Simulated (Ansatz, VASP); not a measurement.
# Zr2Ge2W in VASP and in Ansatz

The input INCAR:

```
PREC = Accurate
ENCUT = 500
EDIFF = 1E-6
ISMEAR = 0
SIGMA = 0.1
LREAL = F
LASPH = T
NELM = 200
ALGO = Normal
ISIF = 2
LWAVE = F
LCHARG = F
ISPIN = 2
MAGMOM = 1 1 0 0 0
LORBIT = 11
LMAXMIX = 4
GGA = PE
NBANDS = 45
GGA_COMPAT = F
```

KPOINTS

```
regular mesh
0
Gamma
  6 6 2
```

File POSCAR:

```
Zr2Ge2W
1.0
    3.9781488587      0.0000000000      0.0000000000
   -1.9890744294      3.4451779717      0.0000000000
    0.0000000000      0.0000000000      8.5916519998
Zr Ge W
2 2 1
Direct
    0.0000000000      0.0000000000      0.2889488923
    0.0000000000      0.0000000000      0.7110511077
    0.3333333333      0.6666666667      0.5000000000
    0.6666666667      0.3333333333      0.5000000000
    0.0000000000      0.0000000000      0.0000000000
```

Input for Ansatz:

```yaml
crystal:
  lattice:
    - [3.9781488587, 0.0, 0.0]
    - [-1.9890744294, 3.4451779717, 0.0]
    - [0.0, 0.0, 8.5916519998]
  atoms:
    - { symbol: Zr, position: [0.0, 0.0, 0.2889488923], spin: 1.0 }
    - { symbol: Zr, position: [0.0, 0.0, 0.7110511077], spin: 1.0 }
    - { symbol: Ge, position: [0.3333333333, 0.6666666667, 0.5] }
    - { symbol: Ge, position: [0.6666666667, 0.3333333333, 0.5] }
    - { symbol: W, position: [0.0, 0.0, 0.0] }
basis:
  ecutwfc: 420
kpoints:
  mp_grid: { grid: [6, 6, 2] }
hamiltonian:
  xc: pbe
scf:
  occupations: { method: gaussian, width: 0.1 }
  lower_state_search: "off"
output:
  forces: true
  stress: true
  eigenvalues: true
  populations: true
magnetization:
  spin_polarized: true
```

Alike in both runs: task single point; functional PBE; k mesh 6 × 6 × 2; occupations gaussian, width 0.1 eV; collinear spin.

|  | VASP | Ansatz |
| --- | --- | --- |
| version | VASP 6.6.1 | Ansatz 0.2.0 |
| potentials or method | VASP PAW PBE potentials, release 64 (Zr_sv, Ge_d, W_sv), cutoff 500 eV | scalar-relativistic, plane waves, PAW |
| valence electrons in the cell | 66 | 66 |

|  | VASP | Ansatz | Ansatz less VASP |
| --- | --- | --- | --- |
| gap on the k mesh at the Fermi level (eV) | none | none | - |
| pressure (GPa) | 0.0 | -0.2 | -0.18 |
| traceless stress, the component that is largest in VASP (GPa) | -0.89 | -1.16 | -0.263 |
| rms of the force components (eV/Å) | 0.053 | 0.037 | -0.0168 |
| net moment per atom (μB) | 0.00 | 0.00 | 0.000 |

Atom by atom the forces differ by 0.017 eV/Å (rms over components). A gap of «none» marks a metal or a gap that the smearing closes. Ansatz's warnings: seeded moment not kept.

The k mesh is coarse, so the values compare programs but aren't converged. Spin-orbit coupling is off throughout.
